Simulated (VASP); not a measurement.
# Si2Ni (Fm-3m) in VASP: further runs

The runs below take Si2Ni through elastic constants, single point, relaxation of cell and atoms, with PBEsol, PBE+U.

Everything below comes from runs of VASP 6.6.1. Logs are shortened: lines on timing, memory, paths and dates and some standing lists are left out, and cuts for length are marked.

### 1 The cell of the first run

The structure is cubic, space group Fm-3m (No. 225). Conventional cell: a = 5.406 Å, b = 5.406 Å, c = 5.406 Å, α = 90.00°, β = 90.00°, γ = 90.00°. Within 3.1 Å of Ni (site symmetry m-3m) lie 8 Si at 2.34 Å. Si (site symmetry -43m) has 4 Ni at 2.34 Å and 6 Si at 2.70 Å within 3.1 Å.

### 2 Elastic constants, PBEsol, collinear spin, ferromagnetic start

File INCAR:

```
PREC = Accurate
ENCUT = 600
EDIFF = 1E-8
ISMEAR = -1
SIGMA = 0.05
LREAL = False
LASPH = True
NELM = 150
ALGO = Normal
ISIF = 3
LWAVE = False
LCHARG = True
ISPIN = 2
MAGMOM = 1 0 0
LORBIT = 11
LMAXMIX = 4
GGA = PS
NBANDS = 20
IBRION = 6
NFREE = 2
POTIM = 0.015
NSW = 1
```

File KPOINTS:

```
Automatic mesh
0
Gamma
  7 7 7
```

File POSCAR:

```
Si2Ni
1.0
    0.0000000000      2.7030000000      2.7030000000
    2.7030000000      0.0000000000      2.7030000000
    2.7030000000      2.7030000000      0.0000000000
Ni Si
1 2
Direct
    0.0000000000      0.0000000000      0.0000000000
    0.7500000000      0.7500000000      0.7500000000
    0.2500000000      0.2500000000      0.2500000000
```

Potentials or basis: VASP PAW PBE potentials, release 64 (Ni, Si).

Run with:

```console
$ cat potpaw_PBE.64/Ni/POTCAR potpaw_PBE.64/Si/POTCAR > POTCAR
$ mpirun -np 1 vasp_std > vasp.out
```

OUTCAR:

```text
PREC = Accurate
   ENCUT = 600
   EDIFF = 1E-8
   ISMEAR = -1
   LREAL = False
   LASPH = True
   NELM = 150
   ISIF = 3
   ISPIN = 2
   LORBIT = 11
   GGA = PS
   IBRION = 6
   NFREE = 2
   POTIM = 0.015
   NSW = 1

 ion  position               nearest neighbor table
   1  0.000  0.000  0.000-   2 2.34   2 2.34   3 2.34   3 2.34   2 2.34   2 2.34   3 2.34   3 2.34

   2  0.750  0.750  0.750-   1 2.34   1 2.34   1 2.34   1 2.34   3 2.70   3 2.70   3 2.70   3 2.70
                             3 2.70   3 2.70
   3  0.250  0.250  0.250-   1 2.34   1 2.34   1 2.34   1 2.34   2 2.70   2 2.70   2 2.70   2 2.70
                             2 2.70   2 2.70

  LATTYP: Found a face centered cubic cell.
 ALAT       =     5.4060000000

  Lattice vectors:

 A1 = (   0.0000000000,   2.7030000000,   2.7030000000)
 A2 = (   2.7030000000,   0.0000000000,   2.7030000000)
 A3 = (   2.7030000000,   2.7030000000,   0.0000000000)

Analysis of symmetry for initial positions (statically):
=====================================================================
 Subroutine PRICEL returns:
 Original cell was already a primitive cell.

 Routine SETGRP: Setting up the symmetry group for a
 face centered cubic supercell.

 Subroutine GETGRP returns: Found 48 space group operations
 (whereof 48 operations were pure point group operations)
 out of a pool of 48 trial point group operations.

The static configuration has the point symmetry O_h .

Analysis of symmetry for dynamics (positions and initial velocities):
=====================================================================
 Subroutine PRICEL returns:
 Original cell was already a primitive cell.

 Routine SETGRP: Setting up the symmetry group for a
 face centered cubic supercell.

 Subroutine GETGRP returns: Found 48 space group operations
 (whereof 48 operations were pure point group operations)
 out of a pool of 48 trial point group operations.

The dynamic configuration has the point symmetry O_h .

Analysis of structural, dynamic, and magnetic symmetry:
=====================================================================
 Subroutine PRICEL returns:
 Original cell was already a primitive cell.

 Routine SETGRP: Setting up the symmetry group for a
 face centered cubic supercell.

 Subroutine GETGRP returns: Found 48 space group operations
 (whereof 48 operations were pure point group operations)
 out of a pool of 48 trial point group operations.

The overall configuration has the point symmetry O_h .

 Subroutine INISYM returns: Found 48 space group operations
 (whereof 48 operations are pure point group operations),
 and found     1 'primitive' translations

----------------------------------------------------------------------------------------

                                     Primitive cell

  volume of cell :      39.4974

  direct lattice vectors                    reciprocal lattice vectors
     0.000000000  2.703000000  2.703000000    -0.184979652  0.184979652  0.184979652
     2.703000000  0.000000000  2.703000000     0.184979652 -0.184979652  0.184979652
     2.703000000  2.703000000  0.000000000     0.184979652  0.184979652 -0.184979652

  length of vectors
     3.822619259  3.822619259  3.822619259     0.320394156  0.320394156  0.320394156

  position of ions in fractional coordinates (direct lattice)
     0.000000000  0.000000000  0.000000000
     0.750000000  0.750000000  0.750000000
     0.250000000  0.250000000  0.250000000

  ion indices of the primitive-cell ions
   primitive index   ion index
                 1           1
                 2           2
                 3           3

----------------------------------------------------------------------------------------

 KPOINTS: Automatic mesh

Automatic generation of k-mesh.
 Grid dimensions read from file:
 generate k-points for:    7    7    7

 Generating k-lattice:

  Cartesian coordinates                     Fractional coordinates (reciprocal lattice)
    -0.026425665  0.026425665  0.026425665     0.142857143  0.000000000  0.000000000
     0.026425665 -0.026425665  0.026425665     0.000000000  0.142857143  0.000000000
     0.026425665  0.026425665 -0.026425665     0.000000000  0.000000000  0.142857143

  Length of vectors
     0.045770594  0.045770594  0.045770594

[... 89 lines left out ...]

 number of electron      18.0000004 magnetization       0.0000025

 Free energy of the ion-electron system (eV)
  ---------------------------------------------------
  ext. energy  EPLUGINS =         0.00000000
  ---------------------------------------------------
  free energy    TOTEN  =       -18.99841612 eV

  energy without entropy =      -18.99149423  energy(sigma->0) =      -18.99495517

------------------------ aborting loop because EDIFF is reached ----------------------------------------

  FORCE on cell =-STRESS in cart. coord.  units (eV):
  Direction    XX          YY          ZZ          XY          YZ          ZX
  --------------------------------------------------------------------------------------
  -------------------------------------------------------------------------------------
  Total       -0.3832610     -0.3832610     -0.3832610      0.0000000      0.0000000      0.0000000
  in kB      -15.5466589    -15.5466589    -15.5466589      0.0000000      0.0000000      0.0000000
  external PRESSURE =     -15.5466589 kB  Pullay stress =       0.0000000 kB
[... 96 lines left out ...]
  FREE ENERGIE OF THE ION-ELECTRON SYSTEM (eV)
  ---------------------------------------------------
  free  energy   TOTEN  =       -18.9987629628 eV

  energy  without entropy=      -18.9926281166  energy(sigma->0) =      -18.99569554

[... ionic steps 4 to 14 ...]

--------------------------------------- Ionic step       15  -------------------------------------------

 number of electron      18.0000002 magnetization       0.0000000

 number of electron      18.0000002 magnetization      -0.0000000
[... 75 lines left out ...]
 number of electron      18.0000004 magnetization       0.0000000

 number of electron      18.0000004 magnetization      -0.0000000

 Free energy of the ion-electron system (eV)
  ---------------------------------------------------
  ext. energy  EPLUGINS =         0.00000000
  ---------------------------------------------------
  free energy    TOTEN  =       -18.99749037 eV

  energy without entropy =      -18.99057298  energy(sigma->0) =      -18.99403168

 E-fermi :  10.2952     XC(G=0): -11.6984

 val. band max:       10.2545343287   @ k =   0.0000  -0.4286   0.4286
 cond. band min:      10.3084570788   @ k =   0.1429  -0.2857  -0.2857
 fundamental gap:      0.0539227502
 Fermi energy:        10.2952073535

 spin component 1

 k-point     1 :       0.0000    0.0000    0.0000
  band No.  band energies     occupation
      1      -3.4915      1.00000
      2       5.1305      1.00000
      3       5.1394      1.00000
      4       5.1498      1.00000
      5       6.8318      1.00000
      6       6.8323      1.00000
[... 541 lines left out ...]
     19      20.9999      0.00000
     20      24.6681      0.00000

 [... further k-points ...]

 spin component 2

 k-point     1 :       0.0000    0.0000    0.0000
  band No.  band energies     occupation
      1      -3.4915      1.00000
      2       5.1305      1.00000
      3       5.1394      1.00000
      4       5.1498      1.00000
      5       6.8318      1.00000
      6       6.8323      1.00000
[... 541 lines left out ...]
     19      20.9999      0.00000
     20      24.6681      0.00000

 [... further k-points ...]

------------------------ aborting loop because EDIFF is reached ----------------------------------------

  FORCE on cell =-STRESS in cart. coord.  units (eV):
  Direction    XX          YY          ZZ          XY          YZ          ZX
  --------------------------------------------------------------------------------------
  -------------------------------------------------------------------------------------
  Total       -0.3790325     -0.3811542     -0.3811542      0.0000000     -0.1061001      0.0000000
  in kB      -15.3751356    -15.4611979    -15.4611979      0.0000000     -4.3038611      0.0000000
  external PRESSURE =     -15.4325105 kB  Pullay stress =       0.0000000 kB
[... 18 lines left out ...]
  FREE ENERGIE OF THE ION-ELECTRON SYSTEM (eV)
  ---------------------------------------------------
  free  energy   TOTEN  =       -18.9974903739 eV

  energy  without entropy=      -18.9905729800  energy(sigma->0) =      -18.99403168

 INTERNAL STRAIN TENSORS FROM STRAINED CELLS
 ============================================

 INTERNAL STRAIN TENSOR FOR ION    1 for displacements in x,y,z  (eV/Angst):
          X           Y           Z          XY          YZ          ZX
  --------------------------------------------------------------------------------
  x     0.00000    -0.00000    -0.00000     0.00000     0.00000     0.00000
  y    -0.00000     0.00000     0.00000    -0.00000    -0.00000    -0.00000
  z    -0.00000     0.00000    -0.00000     0.00000     0.00000     0.00000

 INTERNAL STRAIN TENSORS FROM DISPLACED ATOMS
 ============================================

 INTERNAL STRAIN TENSOR FOR ION    1 for displacements in x,y,z  (eV/Angst):
          X           Y           Z          XY          YZ          ZX
  --------------------------------------------------------------------------------
  x     0.00000     0.00000     0.00000     0.00000     0.00000     0.00000
  y     0.00000     0.00000     0.00000     0.00000     0.00000     0.00000
  z     0.00000     0.00000     0.00000     0.00000     0.00000     0.00000

 INTERNAL STRAIN TENSOR FOR ION    3 for displacements in x,y,z  (eV/Angst):
          X           Y           Z          XY          YZ          ZX
  --------------------------------------------------------------------------------
  x     0.00000    -0.00000    -0.00000     0.00000    -7.07062     0.00000
  y    -0.00000     0.00000    -0.00000     0.00000     0.00000    -7.07062
  z    -0.00000    -0.00000     0.00000    -7.07062     0.00000     0.00000

 Eigenvectors and eigenvalues of the dynamical matrix
 ----------------------------------------------------

   1 f  =    9.997837 THz    62.818263 2PiTHz  333.491945 cm-1    41.347713 meV
             X         Y         Z           dx          dy          dz
      0.000000  0.000000  0.000000     0.000000   -0.000000   -0.000000
      4.054500  4.054500  4.054500    -0.702636    0.072038   -0.033359
      1.351500  1.351500  1.351500     0.702636   -0.072038    0.033359
[... 43 lines left out ...]
   9 f/i=    0.000479 THz     0.003011 2PiTHz    0.015985 cm-1     0.001982 meV
             X         Y         Z           dx          dy          dz
      0.000000  0.000000  0.000000    -0.023383    0.015851   -0.714300
      4.054500  4.054500  4.054500    -0.016173    0.010964   -0.494072
      1.351500  1.351500  1.351500    -0.016173    0.010964   -0.494072

--------------------------------------------------------------------------------------------------------

 ELASTIC MODULI CONTR FROM IONIC RELAXATION (kBar)
 Direction    XX          YY          ZZ          XY          YZ          ZX
 --------------------------------------------------------------------------------
 XX          -0.0000     -0.0000     -0.0000     -0.0000     -0.0000     -0.0000
 YY          -0.0000     -0.0000     -0.0000     -0.0000     -0.0000     -0.0000
 ZZ          -0.0000     -0.0000     -0.0000     -0.0000     -0.0000     -0.0000
 XY          -0.0000     -0.0000     -0.0000   -353.1041      0.0000     -0.0000
 YZ          -0.0000     -0.0000     -0.0000      0.0000   -353.1041     -0.0000
 ZX          -0.0000     -0.0000     -0.0000     -0.0000     -0.0000   -353.1041
 --------------------------------------------------------------------------------

 TOTAL ELASTIC MODULI (kBar)
 Direction    XX          YY          ZZ          XY          YZ          ZX
 --------------------------------------------------------------------------------
 XX        1934.3288   1438.4435   1438.4435      0.0000     -0.0000     -0.0000
 YY        1438.4435   1934.3288   1438.4435     -0.0000      0.0000     -0.0000
 ZZ        1438.4435   1438.4435   1934.3288      0.0000     -0.0000     -0.0000
 XY           0.0000     -0.0000      0.0000    915.5922      0.0000     -0.0000
 YZ          -0.0000      0.0000     -0.0000      0.0000    915.5922     -0.0000
 ZX          -0.0000     -0.0000     -0.0000     -0.0000     -0.0000    915.5922
 --------------------------------------------------------------------------------

 total charge

# of ion       s       p       d       tot
------------------------------------------
    1        0.564   0.810   8.455   9.829
    2        0.738   0.843   0.000   1.582
    3        0.738   0.843   0.000   1.582
--------------------------------------------------
tot          2.040   2.497   8.455  12.992

 magnetization (x)

# of ion       s       p       d       tot
------------------------------------------
    1        0.000   0.000   0.000   0.000
    2        0.000  -0.000   0.000  -0.000
    3        0.000  -0.000   0.000  -0.000
--------------------------------------------------
tot          0.000   0.000   0.000   0.000
```

Wall time 11 min (1 thread of Intel Xeon 6975P-C (Granite Rapids), shared host); peak memory 0.43 GiB.

Results:

| Quantity | Value |
| --- | --- |
| Net moment | 0.00 μB per cell |
| Valence electrons inside the program's atomic spheres | Ni 9.83; Si 1.58 |
| Elastic constants C11, C12, C44 | 193, 144, 92 GPa |
| Voigt bulk modulus | 160 GPa |
| Highest phonon frequency at Γ | 333 cm⁻¹ |

Phonon frequencies in cm⁻¹ (negative: imaginary):
```tsv
q point	frequencies
(0.000, 0.000, 0.000)	0 0 0 307 307 307 333 333 333
```

Elastic tensor in Voigt notation (GPa, in the Cartesian axes of the cell as first typed):
```
193 144 144   0   0   0
144 193 144   0   0   0
144 144 193   0   0   0
  0   0   0  92   0   0
  0   0   0   0  92   0
  0   0   0   0   0  92
```

Clamped-ion elastic tensor (GPa):
```
193 144 144   0   0   0
144 193 144   0   0   0
144 144 193   0   0   0
  0   0   0 127   0   0
  0   0   0   0 127   0
  0   0   0   0   0 127
```

Caveat: the cell is under stress, which shifts elastic constants; the moments typed at the start vanished in this run; the PAW data sets were made with another functional, which shifts forces and pressure a little.

### 3 Single point, PBE+U, collinear spin, ferromagnetic start

This run uses another cell than the first one, of 13.47 Å³/atom.

File INCAR:

```
PREC = Accurate ; ENCUT = 690
EDIFF = 1E-6 ; ISMEAR = -1
SIGMA = 0.05 ; LREAL = F
LASPH = T ; NELM = 200
ALGO = Normal ; ISIF = 2
LWAVE = F ; LCHARG = T
ISPIN = 2 ; MAGMOM = 1 0 0
LORBIT = 11 ; LMAXMIX = 4
LDAU = T ; LDAUTYPE = 2
LDAUL = 2 -1 ; LDAUU = 5 0
LDAUJ = 0 0 ; LDAUPRINT = 1
GGA = PE ; LELF = T
LVHAR = T ; NBANDS = 24
GGA_COMPAT = F
```

File KPOINTS:

```
regular mesh
0
Gamma
  9 9 9
```

File POSCAR:

```
Si2Ni
1.0
    0.0000000000      2.7237291001      2.7237291001
    2.7237291001      0.0000000000      2.7237291001
    2.7237291001      2.7237291001      0.0000000000
Ni Si
1 2
Direct
    0.0000000000      0.0000000000      0.0000000000
    0.7500000000      0.7500000000      0.7500000000
    0.2500000000      0.2500000000      0.2500000000
```

Potentials or basis: VASP PAW PBE potentials, release 64 (Ni_sv_GW, Si).

Run with:

```console
$ cat potpaw_PBE.64/Ni_sv_GW/POTCAR potpaw_PBE.64/Si/POTCAR > POTCAR
$ mpirun -np 1 vasp_std > vasp.out
```

OUTCAR:

```text
PREC = Accurate
   ENCUT = 690
   EDIFF = 1E-6
   ISMEAR = -1
   LREAL = F
   LASPH = T
   NELM = 200
   ISIF = 2
   ISPIN = 2
   LORBIT = 11
   GGA = PE

 ion  position               nearest neighbor table
   1  0.000  0.000  0.000-   2 2.36   2 2.36   2 2.36   2 2.36   3 2.36   3 2.36   3 2.36   3 2.36

   2  0.750  0.750  0.750-   1 2.36   1 2.36   1 2.36   1 2.36   3 2.72   3 2.72   3 2.72   3 2.72
                             3 2.72   3 2.72
   3  0.250  0.250  0.250-   1 2.36   1 2.36   1 2.36   1 2.36   2 2.72   2 2.72   2 2.72   2 2.72
                             2 2.72   2 2.72

  LATTYP: Found a face centered cubic cell.
[... 1562 lines left out ...]
      direct lattice vectors                 reciprocal lattice vectors
     0.000000000  2.723729100  2.723729100    -0.183571854  0.183571854  0.183571854
     2.723729100  0.000000000  2.723729100     0.183571854 -0.183571854  0.183571854
     2.723729100  2.723729100  0.000000000     0.183571854  0.183571854 -0.183571854

 POSITION                                       TOTAL-FORCE (eV/Angst)
 -----------------------------------------------------------------------------------
      0.00000      0.00000      0.00000         0.000000      0.000000      0.000000
      4.08559      4.08559      4.08559         0.000000      0.000000      0.000000
      1.36186      1.36186      1.36186        -0.000000     -0.000000     -0.000000
 -----------------------------------------------------------------------------------
    total drift:                               -0.000000      0.000000      0.000000

  FREE ENERGIE OF THE ION-ELECTRON SYSTEM (eV)
  ---------------------------------------------------
  free  energy   TOTEN  =       -14.2762525258 eV

  energy  without entropy=      -14.2698102373  energy(sigma->0) =      -14.27303138

 total charge

# of ion       s       p       d       f       tot
--------------------------------------------------
    1        2.248   6.434   7.964   0.003  16.649
    2        0.751   0.825   0.000   0.000   1.575
    3        0.751   0.825   0.000   0.000   1.575
--------------------------------------------------
tot          3.749   8.083   7.964   0.003  19.799

 magnetization (x)

# of ion       s       p       d       f       tot
--------------------------------------------------
    1       -0.000  -0.000  -0.000  -0.000  -0.000
    2        0.000   0.000   0.000   0.000   0.000
    3        0.000   0.000   0.000   0.000   0.000
--------------------------------------------------
tot         -0.000   0.000  -0.000  -0.000  -0.000
```

stdout:

```text
POSCAR found type information on POSCAR NiSi
 POSCAR found :  2 types and       3 ions
 scaLAPACK will be used
 LDA part: xc-table for (Slater+PW92), standard interpolation
 POSCAR, INCAR and KPOINTS ok, starting setup
 FFT: planning ... GRIDC
 FFT: planning ... GRID_SOFT
 FFT: planning ... GRID
 WAVECAR not read
 entering main loop
```

It took 2.4 min on 1 thread of AMD EPYC 9R45 (Zen 5), shared host; peak memory 0.27 GiB.

What came out:

```yaml
Free_energy: -14.2763 eV
Pressure: -0.5 GPa
Band_gap_on_the_k_mesh: zero (filled and empty bands overlap)
Net_moment: 0.00 μB per cell
Valence_electrons_inside_the_program's_atomic_spheres: Ni 16.65; Si 1.57
```

Levels at points of the mesh, in eV from the Fermi level:
Spin up:
```csv
k point,band 9,band 10,band 11,band 12,band 13,band 14,band 15,band 16,band 17,band 18
"(0.00, 0.00, 0.00)",-3.84,-3.84,-0.44,1.69,1.69,1.69,2.51,2.51,2.51,4.72
```
Spin down:
| k point | band 10 | band 11 | band 12 | band 13 | band 14 | band 15 | band 16 | band 17 |
| --- | --- | --- | --- | --- | --- | --- | --- | --- |
| (0.00, 0.00, 0.00) | -3.84 | -0.44 | 1.69 | 1.69 | 1.69 | 2.51 | 2.51 | 2.51 |

Eigenvalues of the final occupation matrices:
| site | spin | trace | eigenvalues |
| --- | --- | --- | --- |
| site 1 d | 1 | 4.00 | 0.77 0.77 0.77 0.85 0.85 |
| site 1 d | 2 | 4.00 | 0.77 0.77 0.77 0.85 0.85 |

Caveat: the moments typed at the start vanished in this run; the U is typed as a test and isn't derived for this compound. The state reached can hang on the start; a lower one may exist.

[end of part 1 of 2]

The gap in the log of VASP goes by the Fermi energy; the results here count the filled bands.